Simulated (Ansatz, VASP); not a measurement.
**One calculation of Re, two programs**

The input INCAR:

```
ALGO     = Normal         # electronic algorithm
EDIFF    = 1E-6           # SCF threshold, eV
ENCUT    = 520            # plane-wave cutoff, eV
GGA      = RP             # functional
ISIF     = 2              # what is computed and relaxed
ISMEAR   = -1             # smearing method
IVDW     = 13             # dispersion correction
LASPH    = True           # aspherical terms in the spheres
LCHARG   = False          # write CHGCAR
LREAL    = False          # projectors in reciprocal space
LWAVE    = False          # write WAVECAR
NBANDS   = 14             # bands
NELM     = 100            # most SCF steps
PREC     = Accurate       # precision mode
SIGMA    = 0.05           # smearing width, eV
```

File KPOINTS:

```
k-points
0
Gamma
  11 11 6
```

POSCAR

```
Re
1.0
    2.7790839766      0.0000000000      0.0000000000
   -1.3895419883      2.4067573230      0.0000000000
    0.0000000000      0.0000000000      4.4877253638
Re
2
Direct
    0.6666666667      0.3333333333      0.7500000000
    0.3333333333      0.6666666667      0.2500000000
```

input.yaml

```yaml
crystal:
  lattice:
    - [2.7790839766, 0.0, 0.0]
    - [-1.3895419883, 2.406757323, 0.0]
    - [0.0, 0.0, 4.4877253638]
  atoms:
    - { symbol: Re, position: [0.6666666667, 0.3333333333, 0.75] }
    - { symbol: Re, position: [0.3333333333, 0.6666666667, 0.25] }
hamiltonian:
  xc: rpbe
  pseudopotentials: { kind: paw }
  dispersion: d4
kpoints:
  mp_grid: { grid: [11, 11, 6] }
scf:
  occupations: { method: fermi_dirac, width: 0.05 }
output:
  forces: true
  stress: true
  eigenvalues: true
```

Alike in both runs: task single point; functional RPBE; dispersion D4; k mesh 11 × 11 × 6; occupations fermi-dirac, width 0.05 eV; no spin polarisation.

|  | VASP | Ansatz |
| --- | --- | --- |
| version | VASP 6.6.1 | Ansatz 0.2.0 |
| potentials or method | VASP PAW PBE potentials, release 64 (Re) | Ansatz PAW |
| plane-wave cutoff (eV) | 520 | 420 |
| valence electrons in the cell | 14 | 30 |

Ansatz gave:

| Item | Value |
| --- | --- |
| gap on the k mesh at the Fermi level (eV) | none |
| pressure (GPa) | -10.0 |
| traceless stress, the component that is largest in VASP (GPa) | 0.36 |

Task: What did VASP give for the same quantities?

Result: gap on the k mesh at the Fermi level (eV): none; pressure (GPa): -10.7; traceless stress, the component that is largest in VASP (GPa): 0.20.

VASP's potentials were made for PBE, not for RPBE. A gap of «none» marks a metal or a gap that the smearing closes. VASP's potentials hold 14 valence electrons a cell and Ansatz's 30, so a difference there can come from the potentials and not from the codes.

Spin-orbit coupling is off throughout.
